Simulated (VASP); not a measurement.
Wanted: the native input for a VASP 6.6.1 run.

```
Task                   : single point
Functional             : r2SCAN
Potentials or basis    : VASP PAW PBE potentials, release 64 (K_sv, Br)
Cutoff                 : 520 eV
k mesh                 : 6 × 6 × 6
Occupations            : gaussian, width 0.01 eV
Spin                   : no spin polarisation
Dipole correction      : no
Further INCAR settings : ALGO = Normal; EDIFF = 1e-06; NBANDS = 15
```

KBr:

```
K Br
1.0
     0.00000    3.33495    3.33495
     3.33495    0.00000    3.33495
     3.33495    3.33495    0.00000
K Br
1 1
Direct
  0.00000 0.00000 0.00000
  0.50000 0.50000 0.50000
```

The input as run:

POSCAR

```
KBr
1.0
    0.0000000000      3.3349454641      3.3349454641
    3.3349454641      0.0000000000      3.3349454641
    3.3349454641      3.3349454641      0.0000000000
K Br
1 1
Direct
    0.0000000000      0.0000000000      0.0000000000
    0.5000000000      0.5000000000      0.5000000000
```

INCAR.step1

```
SYSTEM = KBr
  PREC = Accurate
  ENCUT = 520
  ISMEAR = 0
  SIGMA = 0.01
  LREAL = .False.
  LASPH = .True.
  NELM = 80
  NBANDS = 15
  GGA = PE
  ALGO = Normal
  EDIFF = 1E-4
  LWAVE = .True.
  LCHARG = .False.
```

INCAR.step2

```
SYSTEM = KBr
  PREC = Accurate
  ENCUT = 520
  EDIFF = 1E-6
  ISMEAR = 0
  SIGMA = 0.01
  LREAL = .False.
  LASPH = .True.
  NELM = 80
  ALGO = Normal
  ISIF = 2
  LWAVE = .False.
  LCHARG = .False.
  METAGGA = R2SCAN
  LMIXTAU = .True.
  NBANDS = 15
  ISTART = 1
```

KPOINTS

```
regular mesh
0
Gamma
  6 6 6
  0 0 0
```

Potentials or basis: VASP PAW PBE potentials, release 64 (K_sv, Br).

Command:

```sh
$ cat potpaw_PBE.64/K_sv/POTCAR potpaw_PBE.64/Br/POTCAR > POTCAR
$ cp INCAR.step1 INCAR
$ mpirun -np 1 vasp_std > vasp.out
$ cp INCAR.step2 INCAR
$ mpirun -np 1 vasp_std > vasp.out
```

Results of the run:

```json
{"Pressure": "-0.4 GPa", "Band gap on the k mesh": "4.99 eV"}
```

Caveat: the PAW data sets were made with another functional, which shifts forces and pressure a little.

It took 110 s on 1 thread of Intel Xeon 8259CL, with other jobs on the host, peak memory 0.22 GiB.
